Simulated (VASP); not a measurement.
# Al2InSb3 (P3m1) in VASP: relaxation of shape and atoms at fixed volume with PBE

Aim: the relaxation of shape and atoms at fixed volume of Al2InSb3 with PBE.

Program: VASP 6.6.1. These are calculated values, not measurements. Logs are shortened: lines on timing, memory, paths and dates and some standing lists are left out, and cuts for length are marked.

## (1) The cell of the first run

Symmetry: P3m1, No. 156, trigonal system. Conventional cell: a = 4.354 Å, b = 4.354 Å, c = 10.689 Å, α = 90.00°, β = 90.00°, γ = 120.00°. Within 3.4 Å of Al (site symmetry 3m) lie 4 Sb at 2.60 to 2.64 Å. Al (site symmetry 3m) has 4 Sb at 2.62 to 2.64 Å within 3.5 Å. In (site symmetry 3m) has 4 Sb at 2.73 to 2.77 Å within 3.6 Å. Within 3.5 Å of Sb (site symmetry 3m) lie 3 Al at 2.64 Å and 1 In at 2.77 Å. Within 3.4 Å of Sb (site symmetry 3m) lie 1 Al at 2.60 Å and 3 In at 2.73 Å. Sb (site symmetry 3m) has 4 Al at 2.62 to 2.64 Å within 3.5 Å.

## (2) Relaxation of shape and atoms at fixed volume, PBE (29.24 Å³/atom)

File INCAR:

```
SYSTEM = Al2InSb3
PREC = Accurate ; ENCUT = 600
EDIFF = 1E-7 ; ISMEAR = 0
SIGMA = 0.02 ; LREAL = .False.
LASPH = .True. ; NELM = 80
ALGO = Normal ; ISIF = 4
LWAVE = .False. ; LCHARG = .False.
GGA = PE ; IBRION = 2
NSW = 50 ; EDIFFG = -0.01
```

File KPOINTS:

```
regular mesh
0
Gamma
  12 12 4
  0 0 0
```

File POSCAR:

```
Al2InSb3
1.0
    4.3536869031      0.0000000000      0.0000000000
   -2.1768434515      3.7704034582      0.0000000000
    0.0000000000      0.0000000000     10.6887662606
Al In Sb
2 1 3
Direct
    0.3333333333      0.6666666667      0.4103807059
    0.6666666667      0.3333333333      0.0880331144
    0.0000000000      0.0000000000      0.7526156857
    0.0000000000      0.0000000000      0.0116550515
    0.3333333333      0.6666666667      0.6539419036
    0.6666666667      0.3333333333      0.3333735389
```

Potentials or basis: VASP PAW PBE potentials, release 64 (Al, In_d, Sb).

Started as:

```console
$ cat potpaw_PBE.64/Al/POTCAR potpaw_PBE.64/In_d/POTCAR potpaw_PBE.64/Sb/POTCAR > POTCAR
$ mpirun -np 1 vasp_std > vasp.out
```

OUTCAR:

```text
SYSTEM = Al2InSb3
   PREC = Accurate
   ENCUT = 600
   EDIFF = 1E-7
   ISMEAR = 0
   LREAL = .False.
   LASPH = .True.
   NELM = 80
   ISIF = 4
   GGA = PE
   IBRION = 2
   NSW = 50
   EDIFFG = -0.01

 ion  position               nearest neighbor table
   1  0.333  0.667  0.410-   5 2.60   6 2.64   6 2.64   6 2.64
   2  0.667  0.333  0.088-   6 2.62   4 2.64   4 2.64   4 2.64
   3  0.000  0.000  0.753-   5 2.73   5 2.73   5 2.73   4 2.77
   4  0.000  0.000  0.012-   2 2.64   2 2.64   2 2.64   3 2.77
   5  0.333  0.667  0.654-   1 2.60   3 2.73   3 2.73   3 2.73
   6  0.667  0.333  0.333-   2 2.62   1 2.64   1 2.64   1 2.64

  LATTYP: Found a hexagonal cell.
 ALAT       =     4.3536869031
 C/A-ratio  =     2.4551067862

  Lattice vectors:

 A1 = (   4.3536869031,   0.0000000000,   0.0000000000)
 A2 = (  -2.1768434515,   3.7704034582,   0.0000000000)
 A3 = (   0.0000000000,   0.0000000000,  10.6887662606)

Analysis of symmetry for initial positions (statically):
=====================================================================
 Subroutine PRICEL returns:
 Original cell was already a primitive cell.

 Routine SETGRP: Setting up the symmetry group for a
 hexagonal supercell.

 Subroutine GETGRP returns: Found  6 space group operations
 (whereof  6 operations were pure point group operations)
 out of a pool of 24 trial point group operations.

The static configuration has the point symmetry C_3v.

Analysis of symmetry for dynamics (positions and initial velocities):
=====================================================================
 Subroutine PRICEL returns:
 Original cell was already a primitive cell.

 Routine SETGRP: Setting up the symmetry group for a
 hexagonal supercell.

 Subroutine GETGRP returns: Found  6 space group operations
 (whereof  6 operations were pure point group operations)
 out of a pool of 24 trial point group operations.

The dynamic configuration has the point symmetry C_3v.

 Subroutine INISYM returns: Found  6 space group operations
 (whereof  6 operations are pure point group operations),
 and found     1 'primitive' translations

----------------------------------------------------------------------------------------

                                     Primitive cell

  volume of cell :     175.4578

[... 103 lines left out ...]
   ISYM   =      2    0-nonsym 1-usesym 2-fastsym
   POTIM  = 0.5000    time-step for ionic-motion
   TEBEG  =    0.0;   TEEND  =   0.0 temperature during run
   PSTRESS=    0.0 pullay stress
   NELECT =      34.0000    total number of electrons
   NUPDOWN=      -1.0000    fix difference up-down
   EMIN   =  10.00;   EMAX   =-10.00  energy-range for DOS
   EFERMI =   0.00;   METHOD = LEGACY
   ISMEAR =     0;   SIGMA  =   0.02  broadening in eV -4-tet -1-fermi 0-gaus
   EFERMI_NEDOS =   21; number of points for ismear=-14 and -15
   IALGO  =     38    algorithm
   IMIX   =      4    mixing-type and parameters
     AMIX     =   0.40;   BMIX     =  1.00
     AMIX_MAG =   1.60;   BMIX_MAG =  1.00
  volume/ion in A,a.u.               =      29.24       197.34
  Fermi-wavevector in a.u.,A,eV,Ry     =   0.947350  1.790231 12.210838  0.897471
  Thomas-Fermi vector in A             =   2.075434
   LORBIT       =      0    0 simple, 1 ext, 2 COOP (PROOUT), +10 PAW based schemes
   GGA     = PE    functional components
   LHFCALC =     F    Hartree Fock is set to
   AEXX    =    0.0000 exact exchange contribution
   IVDW    =     0    specifies the selected vdW correction
   LEPSILON=     F    determine dielectric tensor
   LRPA    =     F    only Hartree local field effects (RPA)
 conjugate gradient relaxation of ions
 non-spin polarized calculation
 Gauss-broadening in eV      SIGMA  =   0.02
  energy-cutoff  :      600.00
  volume of cell :      175.46
 maximum number of plane-waves:      5883
 NGX is ok and might be reduce to    36
   NGX = 17   NGY = 17   NGZ = 43

--------------------------------------- Ionic step        1  -------------------------------------------

 number of electron      33.9999995 magnetization

 Free energy of the ion-electron system (eV)
  ---------------------------------------------------
  ext. energy  EPLUGINS =         0.00000000
  ---------------------------------------------------
  free energy    TOTEN  =       -23.01399483 eV

  energy without entropy =      -23.01399483  energy(sigma->0) =      -23.01399483

------------------------ aborting loop because EDIFF is reached ----------------------------------------

  FORCE on cell =-STRESS in cart. coord.  units (eV):
  Direction    XX          YY          ZZ          XY          YZ          ZX
  --------------------------------------------------------------------------------------
  -------------------------------------------------------------------------------------
  Total        5.9043517      5.9043517      5.9448100      0.0000000      0.0000000      0.0000000
  in kB       53.9150738     53.9150738     54.2845150      0.0000000      0.0000000      0.0000000
  external PRESSURE =      54.0382209 kB  Pullay stress =       0.0000000 kB
[... 187 lines left out ...]
--------------------------------------- Ionic step        6  -------------------------------------------

 number of electron      33.9999995 magnetization

 Free energy of the ion-electron system (eV)
  ---------------------------------------------------
  ext. energy  EPLUGINS =         0.00000000
  ---------------------------------------------------
  free energy    TOTEN  =       -23.01418806 eV

  energy without entropy =      -23.01418806  energy(sigma->0) =      -23.01418806

 E-fermi :   5.6649     XC(G=0):  -8.8531

 val. band max:        5.5816337371   @ k =   0.0000   0.0000   0.0000
 cond. band min:       6.4727403532   @ k =   0.5000   0.0000   0.0000
 fundamental gap:      0.8911066161
 Fermi energy:         5.6649217221

 k-point     1 :       0.0000    0.0000    0.0000
  band No.  band energies     occupation
      1      -9.0816      2.00000
      2      -9.0462      2.00000
      3      -9.0462      2.00000
      4      -8.9527      2.00000
      5      -8.9527      2.00000
      6      -5.6218      2.00000
[... 565 lines left out ...]
     20       8.1406      0.00000
     21       8.3764      0.00000

 [... further k-points ...]

------------------------ aborting loop because EDIFF is reached ----------------------------------------

  FORCE on cell =-STRESS in cart. coord.  units (eV):
  Direction    XX          YY          ZZ          XY          YZ          ZX
  --------------------------------------------------------------------------------------
  -------------------------------------------------------------------------------------
  Total        5.9009666      5.9009666      5.9129920      0.0000000      0.0000000     -0.0000000
  in kB       53.8841625     53.8841625     53.9939715      0.0000000      0.0000000     -0.0000000
  external PRESSURE =      53.9207655 kB  Pullay stress =       0.0000000 kB
[... 21 lines left out ...]
  FREE ENERGIE OF THE ION-ELECTRON SYSTEM (eV)
  ---------------------------------------------------
  free  energy   TOTEN  =       -23.0141880645 eV

  energy  without entropy=      -23.0141880645  energy(sigma->0) =      -23.01418806

 reached required accuracy - stopping structural energy minimisation
```

OSZICAR:

```text
N       E                     dE             d eps       ncg     rms          rms(c)
DAV:   1     0.229569356187E+03    0.22957E+03   -0.14114E+04  2898   0.157E+03
DAV:   2     0.129425408844E+01   -0.22828E+03   -0.22171E+03  3078   0.321E+02
DAV:   3    -0.224640083069E+02   -0.23758E+02   -0.22671E+02  3706   0.103E+02
DAV:   4    -0.233043801626E+02   -0.84037E+00   -0.83691E+00  3418   0.216E+01
[... 41 lines left out ...]
DAV:   1    -0.230141847513E+02   -0.76111E-05   -0.14272E-03  2958   0.208E-01    0.109E-02
DAV:   2    -0.230141885110E+02   -0.37597E-05   -0.49229E-05  4135   0.598E-02    0.417E-03
DAV:   3    -0.230141882505E+02    0.26044E-06   -0.10789E-06  3451   0.827E-03    0.288E-03
DAV:   4    -0.230141881068E+02    0.14370E-06   -0.18871E-07  2418   0.431E-03    0.112E-03
DAV:   5    -0.230141880645E+02    0.42351E-07   -0.12344E-07  1954   0.304E-03
   6 F= -.23014188E+02 E0= -.23014188E+02  d E =-.109357E-04
```

CONTCAR:

```text
Al2InSb3
   1.00000000000000
     4.3533957496867188    0.0000000000123822   -0.0000000000000000
    -2.1766978747826395    3.7701513119379926    0.0000000000000000
    -0.0000000000000000    0.0000000000000000   10.6901960294738849
  Al              In              Sb
     2     1     3
Direct
     0.3333333332999970    0.6666666667000030    0.4101454358992835
     0.6666666667000030    0.3333333332999970    0.0878264849428924
     0.0000000000000000    0.0000000000000000    0.7530412715581953
     0.0000000000000000    0.0000000000000000    0.0116864729709377
     0.3333333332999970    0.6666666667000030    0.6538614702366473
     0.6666666667000030    0.3333333332999970    0.3334388643920437

  0.00000000E+00  0.00000000E+00  0.00000000E+00
  0.00000000E+00  0.00000000E+00  0.00000000E+00
  0.00000000E+00  0.00000000E+00  0.00000000E+00
  0.00000000E+00  0.00000000E+00  0.00000000E+00
  0.00000000E+00  0.00000000E+00  0.00000000E+00
  0.00000000E+00  0.00000000E+00  0.00000000E+00
```

It took 17 min on 1 thread of Intel Xeon 8259CL, shared host; peak memory 0.56 GiB.

What came out:

- Free energy: -23.0142 eV
- Energy gained by relaxing: 0.0 meV/atom
- Ionic steps: 6
- Pressure after relaxing: 5.4 GPa
- Largest force after relaxing: 0.006 eV/Å
- Band gap on the k mesh: 0.89 eV (least direct gap 0.95 eV)

Forces on the atoms (eV/Å):
```
Al   0.000  0.000 -0.002
Al   0.000  0.000 -0.001
In   0.000  0.000 -0.001
Sb   0.000  0.000  0.006
Sb   0.000  0.000  0.001
Sb   0.000  0.000 -0.003
```

The path:
```
step  energy change (eV)  largest force (eV/Å)  pressure (GPa)  volume (Å³)
   1              0.0000                0.0471            5.40       175.46
   2             -0.0002                0.0229            5.40       175.46
   3             -0.0002                0.0147            5.39       175.46
   4             -0.0002                0.0121            5.39       175.46
   5             -0.0002                0.0113            5.39       175.46
   6             -0.0002                0.0062            5.39       175.46
```

Final structure:
```
Al In Sb
1.0
     4.35340    0.00000    0.00000
    -2.17670    3.77015    0.00000
     0.00000    0.00000   10.69020
Al In Sb
2 1 3
Direct
  0.33333 0.66667 0.41015
  0.66667 0.33333 0.08783
  0.00000 0.00000 0.75304
  0.00000 0.00000 0.01169
  0.33333 0.66667 0.65386
  0.66667 0.33333 0.33344
```

Levels at points of the mesh, in eV from the valence-band top:
```csv
k point,band 15,band 16,band 17,band 18,band 19,band 20
"(0.00, 0.00, 0.00)",-0.27,0.00,0.00,0.95,1.07,1.42
"(0.50, 0.00, 0.00)",-2.46,-1.81,-1.39,0.89,1.10,1.76
"(0.00, 0.00, 0.50)",-0.80,-0.14,-0.14,0.91,1.47,1.92
"(0.50, 0.00, 0.50)",-2.16,-1.22,-1.11,0.92,1.04,1.60
```

Caveat: spin-orbit coupling is left out, which moves the levels of the heavy elements. A k mesh can miss the band edges.
